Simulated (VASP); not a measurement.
# Ru (C2/m) in VASP: further runs

The runs below take Ru through single point, with PBEsol.

Program: VASP 6.6.1. These are calculated values, not measurements. Logs are shortened: lines on timing, memory, paths and dates and some standing lists are left out, and cuts for length are marked.

## Step 1: The cell of the first run

Symmetry: C2/m, No. 12, monoclinic system. The conventional cell has a = 4.687 Å, b = 2.706 Å, c = 4.282 Å, α = 90.00°, β = 90.00°, γ = 90.00°. Ru (site symmetry m) has 12 Ru at 2.54 to 2.79 Å within 3.4 Å.

## Step 2: Single point, PBEsol (atom 1 (Ru) moved by (-0.100, -0.100) A along y and z)

INCAR reads:

```
ALGO = Fast
EDIFF = 1E-6
ENCUT = 520
GGA = PS
ISIF = 2
ISMEAR = 0
LASPH = T
LCHARG = T
LELF = T
LREAL = F
LVHAR = T
LWAVE = F
NBANDS = 21
NELM = 100
PREC = Accurate
SIGMA = 0.15
```

KPOINTS reads:

```
k-points
0
Gamma
  24 24 12
```

POSCAR reads:

```
Ru
1.0
    2.7057993342      0.0000000000      0.0000000000
   -1.3528996671      2.3432909610      0.0000000000
    0.0000000000      0.0000000000      4.2819000000
Ru
2
Direct
    0.3119958209      0.6239916418      0.2266458815
    0.6666666667      0.3333333333      0.7500000000
```

Potentials or basis: VASP PAW PBE potentials, release 64 (Ru_pv).

Launch:

```bash
$ cat potpaw_PBE.64/Ru_pv/POTCAR > POTCAR
$ mpirun -np 1 vasp_std > vasp.out
```

OUTCAR:

```text
EDIFF = 1E-6
   ENCUT = 520
   GGA = PS
   ISIF = 2
   ISMEAR = 0
   LASPH = T
   LREAL = F
   NELM = 100
   PREC = Accurate

 ion  position               nearest neighbor table
   1  0.312  0.624  0.227-   2 2.54   2 2.54   2 2.63   2 2.70   2 2.70   2 2.79
   2  0.667  0.333  0.750-   1 2.54   1 2.54   1 2.63   1 2.70   1 2.70   1 2.79

  LATTYP: Found a hexagonal cell.
 ALAT       =     2.7057993342
 C/A-ratio  =     1.5824898565

  Lattice vectors:

 A1 = (   2.7057993342,   0.0000000000,   0.0000000000)
 A2 = (  -1.3528996671,   2.3432909610,   0.0000000000)
 A3 = (   0.0000000000,   0.0000000000,   4.2819000000)

Analysis of symmetry for initial positions (statically):
=====================================================================
 Subroutine PRICEL returns:
 Original cell was already a primitive cell.

 Routine SETGRP: Setting up the symmetry group for a
 hexagonal supercell.

 Subroutine GETGRP returns: Found  4 space group operations
 (whereof  2 operations were pure point group operations)
 out of a pool of 24 trial point group operations.

The static configuration has the point symmetry C_1h.
 The point group associated with its full space group is C_2h.

Analysis of symmetry for dynamics (positions and initial velocities):
=====================================================================
 Subroutine PRICEL returns:
 Original cell was already a primitive cell.

 Routine SETGRP: Setting up the symmetry group for a
 hexagonal supercell.

 Subroutine GETGRP returns: Found  4 space group operations
 (whereof  2 operations were pure point group operations)
 out of a pool of 24 trial point group operations.

The dynamic configuration has the point symmetry C_1h.
 The point group associated with its full space group is C_2h.

 Subroutine INISYM returns: Found  4 space group operations
 (whereof  2 operations are pure point group operations),
 and found     1 'primitive' translations

----------------------------------------------------------------------------------------

                                     Primitive cell

  volume of cell :      27.1493

  direct lattice vectors                    reciprocal lattice vectors
     2.705799334  0.000000000  0.000000000     0.369576556  0.213375124  0.000000000
    -1.352899667  2.343290961  0.000000000     0.000000000  0.426750249  0.000000000
     0.000000000  0.000000000  4.281900000     0.000000000  0.000000000  0.233541185

  length of vectors
     2.705799334  2.705799334  4.281900000     0.426750249  0.426750249  0.233541185

  position of ions in fractional coordinates (direct lattice)
     0.311995821  0.623991642  0.226645881
     0.666666667  0.333333333  0.750000000

  ion indices of the primitive-cell ions
   primitive index   ion index
                 1           1
                 2           2

----------------------------------------------------------------------------------------

 KPOINTS: k-points

Automatic generation of k-mesh.
 Grid dimensions read from file:
 generate k-points for:   24   24   12

 Generating k-lattice:

  Cartesian coordinates                     Fractional coordinates (reciprocal lattice)
     0.015399023  0.008890630  0.000000000     0.041666667  0.000000000  0.000000000
     0.000000000  0.017781260  0.000000000     0.000000000  0.041666667  0.000000000
     0.000000000  0.000000000  0.019461765     0.000000000  0.000000000  0.083333333

  Length of vectors
     0.017781260  0.017781260  0.019461765

  Shift w.r.t. Gamma in fractional coordinates (k-lattice)
     0.000000000  0.000000000  0.000000000

 Subroutine IBZKPT returns following result:
 ===========================================

 Found   1814 irreducible k-points:

 Following reciprocal coordinates:
            Coordinates               Weight
  0.000000  0.000000  0.000000      1.000000
  0.041667  0.000000  0.000000      4.000000
  0.000000  0.041667  0.000000      2.000000
  0.083333  0.000000  0.000000      4.000000
  0.000000  0.083333  0.000000      2.000000
  0.125000  0.000000  0.000000      4.000000
[... 16 lines left out ...]
  0.000000  0.458333  0.000000      2.000000
  0.500000  0.000000  0.000000      2.000000
 [... further k-points ...]
   k-points           NKPTS =   1814   k-points in BZ     NKDIM =   1814   number of bands    NBANDS=     21
   number of dos      NEDOS =    301   number of ions     NIONS =      2
   total plane-waves  NPLWV =  12800
   dimension x,y,z NGX =    20 NGY =   20 NGZ =   32
   dimension x,y,z NGXF=    40 NGYF=   40 NGZF=   64
   ions per type =               2
   NGX,Y,Z   is equivalent  to a cutoff of  12.29, 12.29, 12.42 a.u.
   NGXF,Y,Z  is equivalent  to a cutoff of  24.58, 24.58, 24.85 a.u.
 SYSTEM =  unknown system
   PREC   = accura    normal or accurate (medium, high low for compatibility)
   ISTART =      0    job   : 0-new  1-cont  2-samecut
   ICHARG =      2    charge: 1-file 2-atom 10-const
   ISPIN  =      1    spin polarized calculation?
   LNONCOLLINEAR =      F non collinear calculations
   LSORBIT =      F    spin-orbit coupling
   LASPH  =      T    aspherical Exc in radial PAW
   ENCUT  =  520.0 eV  38.22 Ry    6.18 a.u.   5.03  5.03  7.96*2*pi/ulx,y,z
   NELM   =    100;   NELMIN=  2; NELMDL= -5     # of ELM steps
   EDIFF  = 0.1E-05   stopping-criterion for ELM
   LREAL  =      F    real-space projection
[... 7 lines left out ...]
   TEBEG  =    0.0;   TEEND  =   0.0 temperature during run
   PSTRESS=    0.0 pullay stress
   NELECT =      28.0000    total number of electrons
   NUPDOWN=      -1.0000    fix difference up-down
   EMIN   =  10.00;   EMAX   =-10.00  energy-range for DOS
   EFERMI =   0.00;   METHOD = LEGACY
   ISMEAR =     0;   SIGMA  =   0.15  broadening in eV -4-tet -1-fermi 0-gaus
   EFERMI_NEDOS =   21; number of points for ismear=-14 and -15
   IALGO  =     68    algorithm
   IMIX   =      4    mixing-type and parameters
     AMIX     =   0.40;   BMIX     =  1.00
     AMIX_MAG =   1.60;   BMIX_MAG =  1.00
  volume/ion in A,a.u.               =      13.57        91.61
  Fermi-wavevector in a.u.,A,eV,Ry     =   1.654022  3.125649 37.222686  2.735790
  Thomas-Fermi vector in A             =   2.742361
   LORBIT       =      0    0 simple, 1 ext, 2 COOP (PROOUT), +10 PAW based schemes
   GGA     = PS    functional components
   LHFCALC =     F    Hartree Fock is set to
   AEXX    =    0.0000 exact exchange contribution
   IVDW    =     0    specifies the selected vdW correction
   LEPSILON=     F    determine dielectric tensor
   LRPA    =     F    only Hartree local field effects (RPA)
 non-spin polarized calculation
 RMM-DIIS sequential band-by-band and
 Gauss-broadening in eV      SIGMA  =   0.15
  energy-cutoff  :      520.00
  volume of cell :       27.15
 maximum number of plane-waves:       756
   NGX =  9   NGY =  9   NGZ = 15

 number of electron      28.0000005 magnetization

 Free energy of the ion-electron system (eV)
  ---------------------------------------------------
  ext. energy  EPLUGINS =         0.00000000
  ---------------------------------------------------
  free energy    TOTEN  =       -20.24401157 eV

  energy without entropy =      -20.22336511  energy(sigma->0) =      -20.23368834

 E-fermi :  12.7357     XC(G=0): -14.2739

 val. band max:       12.7355882713   @ k =   0.4583  -0.3750   0.4167
 cond. band min:      12.7357779290   @ k =  -0.3750   0.0000   0.4167
 fundamental gap:      0.0001896577
 Fermi energy:        12.7357352363

 k-point     1 :       0.0000    0.0000    0.0000
  band No.  band energies     occupation
      1     -30.9245      2.00000
      2     -30.0009      2.00000
      3     -29.9279      2.00000
      4     -29.7950      2.00000
      5     -29.7707      2.00000
      6     -29.7305      2.00000
[... 13 lines left out ...]
     20      22.9943      0.00000
     21      23.0478      0.00000

 k-point     2 :       0.0417    0.0000    0.0000
  band No.  band energies     occupation
      1     -30.9183      2.00000
      2     -30.0121      2.00000
      3     -29.9348      2.00000
      4     -29.8009      2.00000
      5     -29.7798      2.00000
      6     -29.7328      2.00000
[... 13 lines left out ...]
     20      22.9998      0.00000
     21      27.6662      0.00000

 k-point     3 :       0.0000    0.0417    0.0000
  band No.  band energies     occupation
      1     -30.9191      2.00000
      2     -30.0049      2.00000
      3     -29.9420      2.00000
      4     -29.8076      2.00000
      5     -29.7727      2.00000
      6     -29.7322      2.00000
[... 13 lines left out ...]
     20      22.9941      0.00000
     21      23.0465      0.00000

 k-point     4 :       0.0833    0.0000    0.0000
  band No.  band energies     occupation
      1     -30.9001      2.00000
      2     -30.0465      2.00000
      3     -29.9530      2.00000
      4     -29.8326      2.00000
      5     -29.7917      2.00000
      6     -29.7402      2.00000
[... 13 lines left out ...]
     20      22.9942      0.00000
     21      23.0438      0.00000

 k-point     5 :       0.0000    0.0833    0.0000
  band No.  band energies     occupation
      1     -30.9032      2.00000
      2     -30.0167      2.00000
      3     -29.9830      2.00000
      4     -29.8443      2.00000
      5     -29.7788      2.00000
      6     -29.7374      2.00000
[... 13 lines left out ...]
     20      22.9940      0.00000
     21      23.0437      0.00000

 k-point     6 :       0.1250    0.0000    0.0000
  band No.  band energies     occupation
      1     -30.8705      2.00000
      2     -30.1036      2.00000
      3     -29.9781      2.00000
      4     -29.8929      2.00000
      5     -29.8009      2.00000
      6     -29.7534      2.00000
[... 13 lines left out ...]
     20      22.9940      0.00000
     21      23.0386      0.00000

 k-point     7 :       0.0000    0.1250    0.0000
  band No.  band energies     occupation
      1     -30.8775      2.00000
      2     -30.0475      2.00000
      3     -30.0351      2.00000
      4     -29.9022      2.00000
      5     -29.7887      2.00000
      6     -29.7469      2.00000
[... 13 lines left out ...]
     20      22.9940      0.00000
     21      23.0382      0.00000
[... 291 lines left out ...]
      1     -30.6911      2.00000
      2     -30.5635      2.00000
      3     -30.3636      2.00000
      4     -30.1719      2.00000
      5     -30.0128      2.00000
      6     -29.8907      2.00000
[... 13 lines left out ...]
     20      24.2602      0.00000
     21      26.3451      0.00000

 k-point    21 :       0.0000    0.4167    0.0000
  band No.  band energies     occupation
      1     -30.6731      2.00000
      2     -30.6073      2.00000
      3     -30.3942      2.00000
      4     -30.2094      2.00000
      5     -29.9083      2.00000
      6     -29.8914      2.00000
[... 13 lines left out ...]
     20      23.7331      0.00000
     21      26.2900      0.00000

 k-point    22 :       0.4583   -0.0000    0.0000
  band No.  band energies     occupation
      1     -30.7260      2.00000
      2     -30.5766      2.00000
      3     -30.3385      2.00000
      4     -30.1829      2.00000
      5     -30.0523      2.00000
      6     -29.8970      2.00000
[... 13 lines left out ...]
     20      24.9641      0.00000
     21      25.8942      0.00000

 k-point    23 :       0.0000    0.4583    0.0000
  band No.  band energies     occupation
      1     -30.7103      2.00000
      2     -30.6031      2.00000
      3     -30.4056      2.00000
      4     -30.2201      2.00000
      5     -29.9255      2.00000
      6     -29.8982      2.00000
[... 13 lines left out ...]
     20      24.2005      0.00000
     21      25.8386      0.00000

 k-point    24 :       0.5000    0.0000    0.0000
  band No.  band energies     occupation
      1     -30.7381      2.00000
      2     -30.5830      2.00000
      3     -30.3246      2.00000
      4     -30.1865      2.00000
      5     -30.0689      2.00000
      6     -29.8992      2.00000
[... 13 lines left out ...]
     20      25.3628      0.00000
     21      25.7344      0.00000

 [... further k-points ...]
[... 5 lines left out ...]
  --------------------------------------------------------------------------------------
  -------------------------------------------------------------------------------------
  Total       -0.4936098     -1.0832552     -0.4402796      0.0000000      0.2617404      0.0000000
  in kB      -29.1297040    -63.9268136    -25.9824913      0.0000000     15.4462506      0.0000000
  external PRESSURE =     -39.6796696 kB  Pullay stress =       0.0000000 kB

 VOLUME and BASIS-vectors are now :
 -----------------------------------------------------------------------------
  energy-cutoff  :      520.00
  volume of cell :       27.15
      direct lattice vectors                 reciprocal lattice vectors
     2.705799334  0.000000000  0.000000000     0.369576556  0.213375124  0.000000000
    -1.352899667  2.343290961  0.000000000     0.000000000  0.426750249  0.000000000
     0.000000000  0.000000000  4.281900000     0.000000000  0.000000000  0.233541185

 POSITION                                       TOTAL-FORCE (eV/Angst)
 -----------------------------------------------------------------------------------
      0.00000      1.46219      0.97047         0.000000      0.732908      1.208639
      1.35290      0.78110      3.21143         0.000000     -0.732908     -1.208639
 -----------------------------------------------------------------------------------
    total drift:                               -0.000000      0.000003     -0.000000

  FREE ENERGIE OF THE ION-ELECTRON SYSTEM (eV)
  ---------------------------------------------------
  free  energy   TOTEN  =       -20.2440115686 eV

  energy  without entropy=      -20.2233651062  energy(sigma->0) =      -20.23368834
```

Wall time 4.9 min (1 thread of Intel Xeon 6975P-C (Granite Rapids), shared host); peak memory 0.82 GiB.

Results:

* Free energy: -20.2440 eV
* Pressure: -4.0 GPa
* Largest force: 1.413 eV/Å
* Band gap on the k mesh: zero (bands 14 and 15 overlap by 3.05 eV)

Forces in eV/Å, atoms in the order of the input:
```
Ru   0.000  0.733  1.209
Ru   0.000 -0.733 -1.209
```

Stress tensor (GPa, compression positive):
```
-2.91  0.00  0.00
 0.00 -6.39  1.54
 0.00  1.54 -2.60
```

Levels at points of the mesh, in eV from the Fermi level:
```
           k point  band 12  band 13  band 14  band 15  band 16  band 17
(0.00, 0.00, 0.00)    -2.10    -2.01    -1.50    -1.01     0.84     1.27
(0.50, 0.00, 0.00)    -1.98    -1.60     1.35     1.75     1.94     4.19
(0.00, 0.50, 0.00)    -1.59    -1.48     1.50     1.69     2.06     3.71
(0.00, 0.00, 0.50)    -2.80    -2.76    -2.32     0.16     0.48     0.69
(0.50, 0.00, 0.50)    -0.64     0.51     0.70     1.56     1.73     2.88
(0.00, 0.50, 0.50)    -0.68     0.02     0.09     1.64     1.72     3.38
```

Caveat: the cell differs from its parent crystal (atom 1 (Ru) moved by (-0.100, -0.100) A along y and z); the cell stands under tension; the PAW data sets were made with another functional, which shifts forces and pressure a little.

[end of part 1 of 2]
